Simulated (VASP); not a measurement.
# WSe2 (P6_3/mmc) in VASP: a series of runs, part 2 of 2

VASP 6.6.1. Earlier steps stand in the parts before.

## Step 4: Single point, PBEsol (equal strain along all axes, cell held: -3.0 %, then relaxed in part)

Input file INCAR:

```
PREC = Accurate
ENCUT = 520
EDIFF = 1E-6
ISMEAR = 0
SIGMA = 0.02
LREAL = F
LASPH = T
NELM = 100
ALGO = Normal
ISIF = 2
LWAVE = F
LCHARG = F
GGA = PS
NBANDS = 35
```

Input file KPOINTS:

```
Automatic mesh
0
Gamma
  12 12 2
```

Input file POSCAR:

```
WSe2
1.0
    3.1729629953      0.0000000000      0.0000000000
   -1.5864814977      2.7478665592      0.0000000000
    0.0000000000      0.0000000000     12.8269610211
W Se
2 4
Direct
    0.6666666667      0.3333333333      0.7500000000
    0.3333333333      0.6666666667      0.2500000000
    0.3333333333      0.6666666667      0.8831999829
    0.6666666667      0.3333333333      0.3831999829
    0.3333333333      0.6666666667      0.6168000171
    0.6666666667      0.3333333333      0.1168000171
```

Potentials or basis: VASP PAW PBE potentials, release 64 (W_sv, Se).

The run is started by

```console
$ cat potpaw_PBE.64/W_sv/POTCAR potpaw_PBE.64/Se/POTCAR > POTCAR
$ mpirun -np 1 vasp_std > vasp.out
```

OUTCAR:

```text
PREC = Accurate
   ENCUT = 520
   EDIFF = 1E-6
   ISMEAR = 0
   LREAL = F
   LASPH = T
   NELM = 100
   ISIF = 2
   GGA = PS

 ion  position               nearest neighbor table
   1  0.667  0.333  0.750-   3 2.51   5 2.51   3 2.51   5 2.51   3 2.51   5 2.51
   2  0.333  0.667  0.250-   4 2.51   6 2.51   4 2.51   6 2.51   4 2.51   6 2.51
   3  0.333  0.667  0.883-   1 2.51   1 2.51   1 2.51
   4  0.667  0.333  0.383-   2 2.51   2 2.51   2 2.51
   5  0.333  0.667  0.617-   1 2.51   1 2.51   1 2.51
   6  0.667  0.333  0.117-   2 2.51   2 2.51   2 2.51

  LATTYP: Found a hexagonal cell.
 ALAT       =     3.1729629953
 C/A-ratio  =     4.0425813475

  Lattice vectors:

 A1 = (   3.1729629953,   0.0000000000,   0.0000000000)
 A2 = (  -1.5864814977,   2.7478665592,   0.0000000000)
 A3 = (   0.0000000000,   0.0000000000,  12.8269610211)

Analysis of symmetry for initial positions (statically):
=====================================================================
 Subroutine PRICEL returns:
 Original cell was already a primitive cell.

 Routine SETGRP: Setting up the symmetry group for a
 hexagonal supercell.

 Subroutine GETGRP returns: Found 24 space group operations
 (whereof 12 operations were pure point group operations)
 out of a pool of 24 trial point group operations.

The static configuration has the point symmetry D_3d.
 The point group associated with its full space group is D_6h.

Analysis of symmetry for dynamics (positions and initial velocities):
=====================================================================
 Subroutine PRICEL returns:
 Original cell was already a primitive cell.

 Routine SETGRP: Setting up the symmetry group for a
 hexagonal supercell.

 Subroutine GETGRP returns: Found 24 space group operations
 (whereof 12 operations were pure point group operations)
 out of a pool of 24 trial point group operations.

The dynamic configuration has the point symmetry D_3d.
 The point group associated with its full space group is D_6h.

 Subroutine INISYM returns: Found 24 space group operations
 (whereof 12 operations are pure point group operations),
 and found     1 'primitive' translations

----------------------------------------------------------------------------------------

                                     Primitive cell

  volume of cell :     111.8367

  direct lattice vectors                    reciprocal lattice vectors
     3.172962995  0.000000000  0.000000000     0.315162831  0.181959345  0.000000000
    -1.586481498  2.747866559  0.000000000     0.000000000  0.363918691  0.000000000
     0.000000000  0.000000000 12.826961021     0.000000000  0.000000000  0.077960789

  length of vectors
     3.172962995  3.172962995 12.826961021     0.363918691  0.363918691  0.077960789

  position of ions in fractional coordinates (direct lattice)
     0.666666667  0.333333333  0.750000000
     0.333333333  0.666666667  0.250000000
     0.333333333  0.666666667  0.883199983
     0.666666667  0.333333333  0.383199983
     0.333333333  0.666666667  0.616800017
     0.666666667  0.333333333  0.116800017

  ion indices of the primitive-cell ions
   primitive index   ion index
[... 26 lines left out ...]
     0.000000000  0.000000000  0.000000000

 Subroutine IBZKPT returns following result:
 ===========================================

 Found     38 irreducible k-points:

 Following reciprocal coordinates:
            Coordinates               Weight
  0.000000  0.000000  0.000000      1.000000
  0.083333  0.000000  0.000000      6.000000
  0.166667  0.000000  0.000000      6.000000
  0.250000  0.000000  0.000000      6.000000
  0.333333  0.000000  0.000000      6.000000
  0.416667  0.000000  0.000000      6.000000
[... 16 lines left out ...]
  0.250000  0.000000  0.500000      6.000000
  0.333333  0.000000  0.500000      6.000000
 [... further k-points ...]
   k-points           NKPTS =     38   k-points in BZ     NKDIM =     38   number of bands    NBANDS=     35
   number of dos      NEDOS =    301   number of ions     NIONS =      6
   total plane-waves  NPLWV =  55296
   dimension x,y,z NGX =    24 NGY =   24 NGZ =   96
   dimension x,y,z NGXF=    48 NGYF=   48 NGZF=  192
   ions per type =               2   4
   NGX,Y,Z   is equivalent  to a cutoff of  12.57, 12.57, 12.44 a.u.
   NGXF,Y,Z  is equivalent  to a cutoff of  25.15, 25.15, 24.88 a.u.
 SYSTEM =  unknown system
   PREC   = accura    normal or accurate (medium, high low for compatibility)
   ISTART =      0    job   : 0-new  1-cont  2-samecut
   ICHARG =      2    charge: 1-file 2-atom 10-const
   ISPIN  =      1    spin polarized calculation?
   LNONCOLLINEAR =      F non collinear calculations
   LSORBIT =      F    spin-orbit coupling
   LASPH  =      T    aspherical Exc in radial PAW
   ENCUT  =  520.0 eV  38.22 Ry    6.18 a.u.   5.90  5.90 23.85*2*pi/ulx,y,z
   NELM   =    100;   NELMIN=  2; NELMDL= -5     # of ELM steps
   EDIFF  = 0.1E-05   stopping-criterion for ELM
   LREAL  =      F    real-space projection
   EDIFFG = 0.1E-04   stopping-criterion for IOM
   NSW    =      0    number of steps for IOM
   IBRION =     -1    ionic relax: 0-MD 1-quasi-New 2-CG
   NFREE  =      0    steps in history (QN), initial steepest desc. (CG)
   ISIF   =      2    stress and relaxation
   ISYM   =      2    0-nonsym 1-usesym 2-fastsym
   POTIM  = 0.5000    time-step for ionic-motion
   TEBEG  =    0.0;   TEEND  =   0.0 temperature during run
   PSTRESS=    0.0 pullay stress
   NELECT =      52.0000    total number of electrons
   NUPDOWN=      -1.0000    fix difference up-down
   EMIN   =  10.00;   EMAX   =-10.00  energy-range for DOS
   EFERMI =   0.00;   METHOD = LEGACY
   ISMEAR =     0;   SIGMA  =   0.02  broadening in eV -4-tet -1-fermi 0-gaus
   EFERMI_NEDOS =   21; number of points for ismear=-14 and -15
   IALGO  =     38    algorithm
   IMIX   =      4    mixing-type and parameters
     AMIX     =   0.40;   BMIX     =  1.00
     AMIX_MAG =   1.60;   BMIX_MAG =  1.00
  volume/ion in A,a.u.               =      18.64       125.79
  Fermi-wavevector in a.u.,A,eV,Ry     =   1.268278  2.396698 21.885368  1.608529
  Thomas-Fermi vector in A             =   2.401381
   LORBIT       =      0    0 simple, 1 ext, 2 COOP (PROOUT), +10 PAW based schemes
   GGA     = PS    functional components
   LHFCALC =     F    Hartree Fock is set to
   AEXX    =    0.0000 exact exchange contribution
   IVDW    =     0    specifies the selected vdW correction
   LEPSILON=     F    determine dielectric tensor
   LRPA    =     F    only Hartree local field effects (RPA)
 non-spin polarized calculation
 Gauss-broadening in eV      SIGMA  =   0.02
  energy-cutoff  :      520.00
  volume of cell :      111.84
 maximum number of plane-waves:      3038
 NGX is ok and might be reduce to    24
   NGX = 11   NGY = 11   NGZ = 47

 number of electron      51.9999999 magnetization

 Free energy of the ion-electron system (eV)
  ---------------------------------------------------
  ext. energy  EPLUGINS =         0.00000000
  ---------------------------------------------------
  free energy    TOTEN  =       -46.34078926 eV

  energy without entropy =      -46.34078926  energy(sigma->0) =      -46.34078926

 E-fermi :   6.9898     XC(G=0): -11.3762

 val. band max:        6.9082040800   @ k =   0.3333   0.3333   0.0000
 cond. band min:       7.7895214568   @ k =   0.1667   0.1667   0.0000
 fundamental gap:      0.8813173768
 Fermi energy:         6.9898467118

 k-point     1 :       0.0000    0.0000    0.0000
  band No.  band energies     occupation
      1     -67.0598      2.00000
      2     -67.0598      2.00000
      3     -31.4029      2.00000
      4     -31.4028      2.00000
      5     -31.1422      2.00000
      6     -31.1422      2.00000
[... 901 lines left out ...]
     34      11.2736      0.00000
     35      12.7441      0.00000

 [... further k-points ...]
[... 5 lines left out ...]
  --------------------------------------------------------------------------------------
  -------------------------------------------------------------------------------------
  Total        6.3318501      6.3318501      1.9739642     -0.0000000      0.0000000     -0.0000000
  in kB       90.7103384     90.7103384     28.2790902     -0.0000000      0.0000000     -0.0000000
  external PRESSURE =      69.8999223 kB  Pullay stress =       0.0000000 kB

 VOLUME and BASIS-vectors are now :
 -----------------------------------------------------------------------------
  energy-cutoff  :      520.00
  volume of cell :      111.84
      direct lattice vectors                 reciprocal lattice vectors
     3.172962995  0.000000000  0.000000000     0.315162831  0.181959345  0.000000000
    -1.586481498  2.747866559  0.000000000     0.000000000  0.363918691  0.000000000
     0.000000000  0.000000000 12.826961021     0.000000000  0.000000000  0.077960789

 POSITION                                       TOTAL-FORCE (eV/Angst)
 -----------------------------------------------------------------------------------
      1.58648      0.91596      9.62022        -0.000000     -0.000000      0.000000
     -0.00000      1.83191      3.20674        -0.000000      0.000000      0.000000
     -0.00000      1.83191     11.32877         0.000000      0.000000      0.063898
      1.58648      0.91596      4.91529        -0.000000      0.000000      0.063898
     -0.00000      1.83191      7.91167         0.000000     -0.000000     -0.063898
      1.58648      0.91596      1.49819        -0.000000     -0.000000     -0.063898
 -----------------------------------------------------------------------------------
    total drift:                                0.000000     -0.000000      0.000000

  FREE ENERGIE OF THE ION-ELECTRON SYSTEM (eV)
  ---------------------------------------------------
  free  energy   TOTEN  =       -46.3407892573 eV

  energy  without entropy=      -46.3407892573  energy(sigma->0) =      -46.34078926
```

stdout:

```text
POSCAR found type information on POSCAR W Se
 POSCAR found :  2 types and       6 ions
 scaLAPACK will be used
 -----------------------------------------------------------------------------
|                                                                             |
|                                                                             |
|     You enforced a specific xc type in the INCAR file but a different       |
|     I HOPE YOU KNOW WHAT YOU ARE DOING!                                     |
|                                                                             |
 -----------------------------------------------------------------------------

 LDA part: xc-table for (Slater+PW92), standard interpolation
 POSCAR, INCAR and KPOINTS ok, starting setup
 FFT: planning ... GRIDC
 FFT: planning ... GRID_SOFT
 FFT: planning ... GRID
 WAVECAR not read
 entering main loop
```

Run time: 3.7 min. Hardware: 1 thread of AMD EPYC, shared host; peak memory 0.26 GiB.

What came out:

| Item | Value |
| --- | --- |
| Free energy | -46.3408 eV |
| Pressure | 7.0 GPa |
| Largest force | 0.064 eV/Å |
| Band gap on the k mesh | 0.88 eV (least direct gap 1.64 eV) |

Forces on the atoms (eV/Å):
```
W    0.000  0.000  0.000
W    0.000  0.000  0.000
Se   0.000  0.000  0.064
Se   0.000  0.000  0.064
Se   0.000  0.000 -0.064
Se   0.000  0.000 -0.064
```

Stress tensor (GPa, compression positive):
```
9.07 0.00 0.00
0.00 9.07 0.00
0.00 0.00 2.83
```

Caveat: the cell differs from its parent crystal (equal strain along all axes, cell held: -3.0 %, then relaxed in part); the cell stands under pressure; the PAW data sets were made with another functional, which shifts forces and pressure a little; spin-orbit coupling is left out, which moves the levels of the heavy elements; this functional lacks dispersion, which binds the layers, so the pressure and a relaxed spacing across them are unreliable.

## Step 5: Single point, PBEsol

This run uses another cell than the first one, of 18.64 Å³/atom.

Input file INCAR:

```
SYSTEM = WSe2
ALGO     = Normal         ! electronic algorithm
EDIFF    = 1E-6           ! SCF threshold, eV
ENCUT    = 520            ! plane-wave cutoff, eV
GGA      = PS             ! functional
ISIF     = 2              ! what is computed and relaxed
ISMEAR   = 0              ! smearing method
LASPH    = .True.         ! aspherical terms in the spheres
LCHARG   = .True.         ! write CHGCAR
LELF     = .True.         ! ELF
LREAL    = .False.        ! projectors in reciprocal space
LVHAR    = .True.       
LWAVE    = .False.        ! write WAVECAR
NBANDS   = 35             ! bands
NELM     = 80             ! most SCF steps
PREC     = Accurate       ! precision mode
SIGMA    = 0.02           ! smearing width, eV
```

Input file KPOINTS:

```
k-points
0
Gamma
  12 12 2
  0 0 0
```

POSCAR is that of step 4.

The run is started by

```console
$ cat potpaw_PBE.64/W_sv/POTCAR potpaw_PBE.64/Se/POTCAR > POTCAR
$ mpirun -np 1 vasp_std > vasp.out
```

It took 3.8 min on 1 thread of AMD EPYC, shared host; peak memory 0.26 GiB.

It converged, with:

```yaml
Free_energy: -46.3408 eV
Pressure: 7.0 GPa
Largest_force: 0.064 eV/Å
Band_gap_on_the_k_mesh: 0.88 eV (least direct gap 1.64 eV)
```

Forces on the atoms (eV/Å):
```
W    0.000  0.000  0.000
W    0.000  0.000  0.000
Se   0.000  0.000  0.064
Se   0.000  0.000  0.064
Se   0.000  0.000 -0.064
Se   0.000  0.000 -0.064
```

Stress tensor (GPa, compression positive):
```
9.07 0.00 0.00
0.00 9.07 0.00
0.00 0.00 2.83
```

Levels at points of the mesh, in eV from the valence-band top:
| k point | band 22 | band 23 | band 24 | band 25 | band 26 | band 27 | band 28 | band 29 | band 30 | band 31 |
| --- | --- | --- | --- | --- | --- | --- | --- | --- | --- | --- |
| (0.00, 0.00, 0.00) | -1.07 | -1.04 | -1.00 | -1.00 | -0.02 | 3.15 | 3.15 | 3.17 | 3.17 | 3.22 |
| (0.50, 0.00, 0.00) | -2.53 | -1.39 | -1.28 | -0.92 | -0.57 | 2.46 | 2.80 | 2.84 | 3.12 | 3.15 |
| (0.00, 0.00, 0.50) | -1.04 | -1.04 | -1.04 | -0.27 | -0.27 | 3.14 | 3.14 | 3.14 | 3.14 | 3.34 |
| (0.50, 0.00, 0.50) | -2.71 | -1.32 | -1.32 | -0.74 | -0.74 | 2.81 | 2.81 | 2.82 | 2.82 | 3.61 |

Caveat: the cell stands under pressure; the PAW data sets were made with another functional, which shifts forces and pressure a little; spin-orbit coupling is left out, which moves the levels of the heavy elements; this functional lacks dispersion, which binds the layers, so the pressure and a relaxed spacing across them are unreliable.

## Step 6: Summary

```csv
task,cell,k mesh,cutoff (eV),gap on the mesh (eV),pressure (GPa)
relaxation of cell and atoms,"relaxed from a = 3.320, b = 3.320, c = 13.737 Å, angles 90.0, 90.0, 120.0°, 6 atoms, atomic positions A",12 × 12 × 2,600,1.04,0.0
relaxation of cell and atoms,"relaxed to 20 GPa from a = 3.100, b = 3.100, c = 11.735 Å, angles 90.0, 90.0, 120.0°, 6 atoms, atomic positions B",12 × 12 × 4,600,0.23,20.0
single point,"a = 3.173, b = 3.173, c = 12.827 Å, angles 90.0, 90.0, 120.0°, 6 atoms, atomic positions C",12 × 12 × 2,520,0.88,7.0
```

Alike in all rows: level PBEsol; potentials or basis VASP PAW PBE potentials, release 64 (W_sv, Se); no spin polarisation; smearing gaussian 0.02 eV.

Caveats: the PAW data sets were made with another functional, which shifts forces and pressure a little; spin-orbit coupling is left out, which moves the levels of the heavy elements; this functional lacks dispersion, which binds the layers, so the pressure and a relaxed spacing across them are unreliable (at least some runs); the cell is relaxed towards a set pressure, so the run minimises the enthalpy, not the energy (at least some runs); the cell stands under pressure (at least some runs).

Absolute energies hang on the potentials; compare differences alone.
